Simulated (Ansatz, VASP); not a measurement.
**B2O: VASP beside Ansatz**

The input INCAR:

```
  PREC = Accurate
  ENCUT = 520
  EDIFF = 1E-7
  ISMEAR = 1
  SIGMA = 0.1
  LREAL = False
  LASPH = True
  NELM = 60
  ALGO = Normal
  ISIF = 2
  LWAVE = False
  LCHARG = False
  GGA = CA
  NBANDS = 21
```

File KPOINTS:

```
Automatic mesh
0
Gamma
  9 9 4
```

File POSCAR:

```
B2O
1.0
    2.8790000000      0.0000000000      0.0000000000
   -1.4395000000      2.4932871400      0.0000000000
    0.0000000000      0.0000000000      7.0520000000
B O
4 2
Direct
    0.0000000000      0.0000000000      0.3800000000
    0.0000000000      0.0000000000      0.6200000000
    0.6666666667      0.3333333333      0.0230000000
    0.3333333333      0.6666666667      0.9770000000
    0.6666666667      0.3333333333      0.3060000000
    0.3333333333      0.6666666667      0.6940000000
```

Input for Ansatz:

```yaml
crystal:
  lattice:
    - [2.879, 0.0, 0.0]
    - [-1.4395, 2.49328714, 0.0]
    - [0.0, 0.0, 7.052]
  atoms:
    - { symbol: B, position: [0.0, 0.0, 0.38] }
    - { symbol: B, position: [0.0, 0.0, 0.62] }
    - { symbol: B, position: [0.6666666666666666, 0.3333333333333333, 0.023] }
    - { symbol: B, position: [0.3333333333333333, 0.6666666666666666, 0.977] }
    - { symbol: O, position: [0.6666666666666666, 0.3333333333333333, 0.30600000000000005] }
    - { symbol: O, position: [0.3333333333333333, 0.6666666666666666, 0.694] }
kpoints:
  mp_grid:
    grid: [9, 9, 4]
hamiltonian:
  xc: lda
scf:
  occupations:
    method: methfessel_paxton
    width: 0.1
output:
  forces: true
  stress: true
```

Alike in both runs: task single point; functional LDA; k mesh 9 × 9 × 4; occupations methfessel-paxton of order 1, width 0.1 eV; no spin polarisation.

|  | VASP | Ansatz |
| --- | --- | --- |
| version | VASP 6.6.1 | Ansatz 0.2.0 |
| potentials or method | VASP PAW LDA potentials, release 64 (B, O) | plane waves, PAW |
| plane-wave cutoff (eV) | 520 | 420 |
| valence electrons in the cell | 24 | 24 |

Ansatz gave:

```
pressure (GPa)                                                : -27.5
traceless stress, the component that is largest in VASP (GPa) : 20.27
rms of the force components (eV/Å)                            : 0.049
```

Question: What did VASP give for the same quantities?

Answer: Pressure (GPa): -27.3; traceless stress, the component that is largest in VASP (GPa): 19.95; rms of the force components (eV/Å): 0.058.

LDA's correlation is that of Perdew and Zunger in VASP and of Perdew and Wang (1992) in Ansatz. Atom by atom the forces differ by 0.010 eV/Å (rms over components).
